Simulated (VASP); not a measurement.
CaB15N16 (a cell with a defect), 32 atoms in the cell. The cell holds a defect, 32 atoms: a = 6.277 Å, b = 6.277 Å, c = 6.277 Å, α = 109.47°, β = 109.47°, γ = 109.47°. 

- Program: VASP 6.6.1
- Task: single point
- Functional: PBE
- Potentials or basis: VASP PAW PBE potentials, release 64 (B, Ca_sv, N)
- Cutoff: 520 eV
- k mesh: 1 × 1 × 1, shifted
- Occupations: gaussian, width 0.01 eV
- Spin: collinear spin
- Fixed moment: 1 μB
- Dipole correction: no
- Mended: yes
- Further INCAR settings: LREAL = Auto; ALGO = Normal; EDIFF = 1e-06; NBANDS = 94; ISYM = -1

Potentials or basis: VASP PAW PBE potentials, release 64 (B, Ca_sv, N).

Run with:

```console
$ cat potpaw_PBE.64/B/POTCAR potpaw_PBE.64/Ca_sv/POTCAR potpaw_PBE.64/N/POTCAR > POTCAR
$ mpirun -np 1 vasp_std > vasp.out
```

Hardware: 1 thread of Intel(R) Xeon(R) 6975P-C (Granite Rapids) (shared host).

Q: How long does it take, and how much memory?

A: Run time: 110 s on 1 thread of Intel(R) Xeon(R) 6975P-C (Granite Rapids) (shared host), peak memory 0.41 GiB. Counts: scf iterations 24, k points 1.
